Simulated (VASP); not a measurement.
# Cu2Te (P6/mmm) in VASP: a series of runs, part 2 of 3

VASP 6.6.1. The steps go on from the part before.

### Step 4. Single point, LDA

The input, INCAR:

```
SYSTEM = Cu2Te
ALGO = Normal
EDIFF = 1E-6
ENCUT = 520
ISIF = 2
ISMEAR = -1
LASPH = .TRUE.
LCHARG = .FALSE.
LREAL = .FALSE.
LWAVE = .FALSE.
NBANDS = 37
NELM = 60
PREC = Accurate
SIGMA = 0.1
```

The input, KPOINTS:

```
k-points
0
G
  4 4 2
  0 0 0
```

The input, POSCAR:

```
Cu2Te
1.0
    4.3040142300      0.0000000000      0.0000000000
   -2.1520071200      3.7273856600      0.0000000000
    0.0000000000      0.0000000000      8.5234770000
Cu Te
4 2
Direct
    0.6666666720      0.3333333315      0.1519539995
    0.3333333317      0.6666666711      0.1519539995
    0.3333333317      0.6666666711      0.8480460005
    0.6666666720      0.3333333315      0.8480460005
    0.0000000000      0.0000000000      0.2661880005
    0.0000000000      0.0000000000      0.7338119995
```

Potentials or basis: VASP PAW LDA potentials, release 64 (Cu, Te).

The run is started by

```console
cat potpaw_LDA.64/Cu/POTCAR potpaw_LDA.64/Te/POTCAR > POTCAR
mpirun -np 1 vasp_std > vasp.out
```

OUTCAR:

```text
SYSTEM = Cu2Te
   EDIFF = 1E-6
   ENCUT = 520
   ISIF = 2
   ISMEAR = -1
   LASPH = .TRUE.
   LREAL = .FALSE.
   NELM = 60
   PREC = Accurate

 ion  position               nearest neighbor table
   1  0.667  0.333  0.152-   2 2.48   2 2.48   2 2.48   4 2.59   5 2.67   5 2.67   5 2.67
   2  0.333  0.667  0.152-   1 2.48   1 2.48   1 2.48   3 2.59   5 2.67   5 2.67   5 2.67
   3  0.333  0.667  0.848-   4 2.48   4 2.48   4 2.48   2 2.59   6 2.67   6 2.67   6 2.67
   4  0.667  0.333  0.848-   3 2.48   3 2.48   3 2.48   1 2.59   6 2.67   6 2.67   6 2.67
   5  0.000  0.000  0.266-   1 2.67   2 2.67   2 2.67   1 2.67   2 2.67   1 2.67
   6  0.000  0.000  0.734-   4 2.67   3 2.67   3 2.67   4 2.67   3 2.67   4 2.67

  LATTYP: Found a hexagonal cell.
 ALAT       =     4.3040142300
 C/A-ratio  =     1.9803552090

  Lattice vectors:

 A1 = (   4.3040142300,   0.0000000000,   0.0000000000)
 A2 = (  -2.1520071200,   3.7273856600,   0.0000000000)
 A3 = (   0.0000000000,   0.0000000000,   8.5234770000)

Analysis of symmetry for initial positions (statically):
=====================================================================
 Subroutine PRICEL returns:
 Original cell was already a primitive cell.

 Routine SETGRP: Setting up the symmetry group for a
 hexagonal supercell.

 Subroutine GETGRP returns: Found 24 space group operations
 (whereof 24 operations were pure point group operations)
 out of a pool of 24 trial point group operations.

The static configuration has the point symmetry D_6h.

Analysis of symmetry for dynamics (positions and initial velocities):
=====================================================================
 Subroutine PRICEL returns:
 Original cell was already a primitive cell.

 Routine SETGRP: Setting up the symmetry group for a
 hexagonal supercell.

 Subroutine GETGRP returns: Found 24 space group operations
 (whereof 24 operations were pure point group operations)
 out of a pool of 24 trial point group operations.

The dynamic configuration has the point symmetry D_6h.

 Subroutine INISYM returns: Found 24 space group operations
 (whereof 24 operations are pure point group operations),
 and found     1 'primitive' translations

----------------------------------------------------------------------------------------

                                     Primitive cell

  volume of cell :     136.7398

  direct lattice vectors                    reciprocal lattice vectors
     4.304014230  0.000000000  0.000000000     0.232341239  0.134142277  0.000000000
    -2.152007120  3.727385660  0.000000000     0.000000000  0.268284554  0.000000000
     0.000000000  0.000000000  8.523477000     0.000000000  0.000000000  0.117323013

  length of vectors
     4.304014230  4.304014231  8.523477000     0.268284554  0.268284554  0.117323013

  position of ions in fractional coordinates (direct lattice)
     0.666666672  0.333333332  0.151954000
     0.333333332  0.666666671  0.151954000
     0.333333332  0.666666671  0.848046000
     0.666666672  0.333333332  0.848046000
     0.000000000  0.000000000  0.266188001
     0.000000000  0.000000000  0.733811999

  ion indices of the primitive-cell ions
   primitive index   ion index
[... 30 lines left out ...]

 Found      8 irreducible k-points:

 Following reciprocal coordinates:
            Coordinates               Weight
  0.000000  0.000000  0.000000      1.000000
  0.250000  0.000000  0.000000      6.000000
  0.500000  0.000000  0.000000      3.000000
  0.250000  0.250000  0.000000      6.000000
  0.000000  0.000000  0.500000      1.000000
  0.250000  0.000000  0.500000      6.000000
  0.500000  0.000000  0.500000      3.000000
  0.250000  0.250000  0.500000      6.000000
   k-points           NKPTS =      8   k-points in BZ     NKDIM =      8   number of bands    NBANDS=     37
   number of dos      NEDOS =    301   number of ions     NIONS =      6
   total plane-waves  NPLWV =  65536
   dimension x,y,z NGX =    32 NGY =   32 NGZ =   64
   dimension x,y,z NGXF=    64 NGYF=   64 NGZF=  128
   ions per type =               4   2
   NGX,Y,Z   is equivalent  to a cutoff of  12.36, 12.36, 12.48 a.u.
   NGXF,Y,Z  is equivalent  to a cutoff of  24.72, 24.72, 24.97 a.u.
 SYSTEM =  Cu2Te
   PREC   = accura    normal or accurate (medium, high low for compatibility)
   ISTART =      0    job   : 0-new  1-cont  2-samecut
   ICHARG =      2    charge: 1-file 2-atom 10-const
   ISPIN  =      1    spin polarized calculation?
   LNONCOLLINEAR =      F non collinear calculations
   LSORBIT =      F    spin-orbit coupling
   LASPH  =      T    aspherical Exc in radial PAW
   ENCUT  =  520.0 eV  38.22 Ry    6.18 a.u.   8.00  8.00 15.85*2*pi/ulx,y,z
   NELM   =     60;   NELMIN=  2; NELMDL= -5     # of ELM steps
   EDIFF  = 0.1E-05   stopping-criterion for ELM
   LREAL  =      F    real-space projection
   EDIFFG = 0.1E-04   stopping-criterion for IOM
   NSW    =      0    number of steps for IOM
   IBRION =     -1    ionic relax: 0-MD 1-quasi-New 2-CG
   NFREE  =      0    steps in history (QN), initial steepest desc. (CG)
   ISIF   =      2    stress and relaxation
   ISYM   =      2    0-nonsym 1-usesym 2-fastsym
   POTIM  = 0.5000    time-step for ionic-motion
   TEBEG  =    0.0;   TEEND  =   0.0 temperature during run
   PSTRESS=    0.0 pullay stress
   NELECT =      56.0000    total number of electrons
   NUPDOWN=      -1.0000    fix difference up-down
   EMIN   =  10.00;   EMAX   =-10.00  energy-range for DOS
   EFERMI =   0.00;   METHOD = LEGACY
   ISMEAR =    -1;   SIGMA  =   0.10  broadening in eV -4-tet -1-fermi 0-gaus
   EFERMI_NEDOS =   21; number of points for ismear=-14 and -15
   IALGO  =     38    algorithm
   IMIX   =      4    mixing-type and parameters
     AMIX     =   0.40;   BMIX     =  1.00
     AMIX_MAG =   1.60;   BMIX_MAG =  1.00
  volume/ion in A,a.u.               =      22.79       153.79
  Fermi-wavevector in a.u.,A,eV,Ry     =   1.215736  2.297408 20.109597  1.478014
  Thomas-Fermi vector in A             =   2.351113
   LORBIT       =      0    0 simple, 1 ext, 2 COOP (PROOUT), +10 PAW based schemes
   GGA     = CA    functional components
   LHFCALC =     F    Hartree Fock is set to
   AEXX    =    0.0000 exact exchange contribution
   IVDW    =     0    specifies the selected vdW correction
   LEPSILON=     F    determine dielectric tensor
   LRPA    =     F    only Hartree local field effects (RPA)
 non-spin polarized calculation
  energy-cutoff  :      520.00
  volume of cell :      136.74
 maximum number of plane-waves:      3690
   NGX = 17   NGY = 17   NGZ = 31

 number of electron      55.9999942 magnetization

 Free energy of the ion-electron system (eV)
  ---------------------------------------------------
  ext. energy  EPLUGINS =         0.00000000
  ---------------------------------------------------
  free energy    TOTEN  =       -25.28129163 eV

  energy without entropy =      -25.22462677  energy(sigma->0) =      -25.25295920

 E-fermi :   4.8573     XC(G=0):  -9.7908

 val. band max:        4.7851231652   @ k =   0.5000   0.0000   0.5000
 cond. band min:       4.9963493837   @ k =   0.2500   0.2500   0.0000
 fundamental gap:      0.2112262185
 Fermi energy:         4.8573059765

 k-point     1 :       0.0000    0.0000    0.0000
  band No.  band energies     occupation
      1      -7.7301      2.00000
      2      -7.4168      2.00000
      3      -0.6743      2.00000
      4       0.3173      2.00000
      5       0.3173      2.00000
      6       0.4516      2.00000
[... 309 lines left out ...]
     36       9.8278      0.00000
     37      11.5642      0.00000

------------------------ aborting loop because EDIFF is reached ----------------------------------------

  FORCE on cell =-STRESS in cart. coord.  units (eV):
  Direction    XX          YY          ZZ          XY          YZ          ZX
  --------------------------------------------------------------------------------------
  -------------------------------------------------------------------------------------
  Total       -6.0819748     -6.0819748     -1.8576718      0.0000000     -0.0000000      0.0000000
  in kB      -71.2623887    -71.2623887    -21.7663074      0.0000001     -0.0000000      0.0000000
  external PRESSURE =     -54.7636949 kB  Pullay stress =       0.0000000 kB

 VOLUME and BASIS-vectors are now :
 -----------------------------------------------------------------------------
  energy-cutoff  :      520.00
  volume of cell :      136.74
      direct lattice vectors                 reciprocal lattice vectors
     4.304014230  0.000000000  0.000000000     0.232341239  0.134142277  0.000000000
    -2.152007120  3.727385660  0.000000000     0.000000000  0.268284554  0.000000000
     0.000000000  0.000000000  8.523477000     0.000000000  0.000000000  0.117323013

 POSITION                                       TOTAL-FORCE (eV/Angst)
 -----------------------------------------------------------------------------------
      2.15201      1.24246      1.29518        -0.000000      0.000000     -0.087254
     -0.00000      2.48492      1.29518         0.000000     -0.000000     -0.087254
     -0.00000      2.48492      7.22830         0.000000      0.000000      0.087254
      2.15201      1.24246      7.22830        -0.000000     -0.000000      0.087254
      0.00000      0.00000      2.26885        -0.000000      0.000000     -0.372642
      0.00000      0.00000      6.25463        -0.000000      0.000000      0.372642
 -----------------------------------------------------------------------------------
    total drift:                               -0.000004     -0.000004     -0.000000

  FREE ENERGIE OF THE ION-ELECTRON SYSTEM (eV)
  ---------------------------------------------------
  free  energy   TOTEN  =       -25.2812916349 eV

  energy  without entropy=      -25.2246267652  energy(sigma->0) =      -25.25295920
```

OSZICAR:

```text
N       E                     dE             d eps       ncg     rms          rms(c)
DAV:   1     0.457745660812E+03    0.45775E+03   -0.23607E+04   592   0.192E+03
DAV:   2     0.189993216934E+02   -0.43875E+03   -0.42541E+03   592   0.380E+02
DAV:   3    -0.259677913058E+02   -0.44967E+02   -0.43029E+02   719   0.163E+02
DAV:   4    -0.283165934813E+02   -0.23488E+01   -0.23230E+01   928   0.386E+01
DAV:   5    -0.283541248727E+02   -0.37531E-01   -0.37513E-01   923   0.549E+00    0.173E+01
DAV:   6    -0.280575518071E+02    0.29657E+00   -0.47863E+01   706   0.136E+02    0.123E+01
DAV:   7    -0.252853512544E+02    0.27722E+01   -0.11601E+01   731   0.721E+01    0.389E+00
DAV:   8    -0.253241883367E+02   -0.38837E-01   -0.12274E+00   947   0.128E+01    0.212E+00
DAV:   9    -0.252834649070E+02    0.40723E-01   -0.15482E-01   849   0.704E+00    0.116E+00
DAV:  10    -0.252858624041E+02   -0.23975E-02   -0.10214E-02   888   0.155E+00    0.788E-01
DAV:  11    -0.252810671315E+02    0.47953E-02   -0.14415E-02   756   0.263E+00    0.179E-01
DAV:  12    -0.252813499188E+02   -0.28279E-03   -0.34212E-03   928   0.420E-01    0.124E-01
DAV:  13    -0.252813352516E+02    0.14667E-04   -0.99017E-05   852   0.924E-02    0.127E-01
DAV:  14    -0.252812931991E+02    0.42052E-04   -0.11758E-04   922   0.161E-01    0.183E-02
DAV:  15    -0.252812916202E+02    0.15789E-05   -0.35201E-05   923   0.750E-02    0.809E-03
DAV:  16    -0.252812916349E+02   -0.14733E-07   -0.23357E-06   422   0.317E-02
   1 F= -.25281292E+02 E0= -.25252959E+02  d E =-.566649E-01
```

stdout:

```text
POSCAR found type information on POSCAR CuTe
 POSCAR found :  2 types and       6 ions
 scaLAPACK will be used
 LDA part: xc-table for (Slater(with rela. corr.)+CA(PZ))
 , standard interpolation
 POSCAR, INCAR and KPOINTS ok, starting setup
 FFT: planning ... GRIDC
 FFT: planning ... GRID_SOFT
 FFT: planning ... GRID
 WAVECAR not read
 entering main loop
```

Wall time 57 s (1 thread of Intel Xeon 8259CL, shared host); peak memory 0.21 GiB.

What came out:

```yaml
Free_energy: -25.2813 eV
Pressure: -5.5 GPa
Largest_force: 0.373 eV/Å
Band_gap_on_the_k_mesh: zero (bands 28 and 29 overlap by 0.80 eV)
```

Forces in eV/Å, atoms in the order of the input:
```
Cu   0.000  0.000 -0.087
Cu   0.000  0.000 -0.087
Cu   0.000  0.000  0.087
Cu   0.000  0.000  0.087
Te   0.000  0.000 -0.373
Te   0.000  0.000  0.373
```

Stress tensor (GPa, compression positive):
```
-7.13  0.00  0.00
 0.00 -7.13  0.00
 0.00  0.00 -2.18
```

Levels at points of the mesh, in eV from the Fermi level:
```
           k point  band 26  band 27  band 28  band 29  band 30  band 31
(0.00, 0.00, 0.00)     0.17     0.17     0.38     0.38     1.33     1.90
(0.50, 0.00, 0.00)    -2.17    -1.43    -1.03    -0.42     0.96     2.02
(0.00, 0.00, 0.50)     0.25     0.29     0.29     0.77     0.88     2.58
(0.50, 0.00, 0.50)    -2.12    -1.74    -1.49    -0.07     1.34     1.67
```

Caveat: the k points lie up to 0.42 Å⁻¹ apart, too coarse for converged energies and pressures of a metal; spin-orbit coupling is left out, which moves the levels of the heavy elements.

### Step 5. Single point, LDA

The input, INCAR:

```
SYSTEM = Cu2Te
PREC = Accurate
ENCUT = 520
EDIFF = 1E-6
ISMEAR = -1
SIGMA = 0.1
LREAL = .False.
LASPH = .True.
NELM = 60
ALGO = Normal
ISIF = 2
LWAVE = .False.
LCHARG = .False.
GGA = CA
NBANDS = 37
```

The input, KPOINTS:

```
Automatic mesh
0
Gamma
  5 5 2
  0 0 0
```

POSCAR is that of step 4.

The run is started by

```console
cat potpaw_LDA.64/Cu/POTCAR potpaw_LDA.64/Te/POTCAR > POTCAR
mpirun -np 1 vasp_std > vasp.out
```

Run time: 65 s. Hardware: 1 thread of Intel Xeon 8259CL, shared host; peak memory 0.22 GiB.

It converged, with:

* Free energy: -25.3041 eV
* Pressure: -5.3 GPa
* Largest force: 0.426 eV/Å
* Band gap on the k mesh: zero (bands 28 and 29 overlap by 0.62 eV)

Forces on the atoms (eV/Å):
```
Cu   0.000  0.000 -0.045
Cu   0.000  0.000 -0.045
Cu   0.000  0.000  0.045
Cu   0.000  0.000  0.045
Te   0.000  0.000 -0.426
Te   0.000  0.000  0.426
```

Stress tensor (GPa, compression positive):
```
-6.72  0.00  0.00
 0.00 -6.72  0.00
 0.00  0.00 -2.43
```

Levels at points of the mesh, in eV from the Fermi level:
| k point | band 24 | band 25 | band 26 | band 27 | band 28 | band 29 | band 30 | band 31 | band 32 | band 33 |
| --- | --- | --- | --- | --- | --- | --- | --- | --- | --- | --- |
| (0.00, 0.00, 0.00) | -0.79 | -0.15 | 0.28 | 0.28 | 0.49 | 0.49 | 1.43 | 2.00 | 2.80 | 2.80 |
| (0.00, 0.00, 0.50) | -1.55 | 0.36 | 0.36 | 0.40 | 0.40 | 0.87 | 0.98 | 2.68 | 2.84 | 2.84 |

Caveat: the k points lie up to 0.37 Å⁻¹ apart, too coarse for converged energies and pressures of a metal; spin-orbit coupling is left out, which moves the levels of the heavy elements.

[end of part 2 of 3]
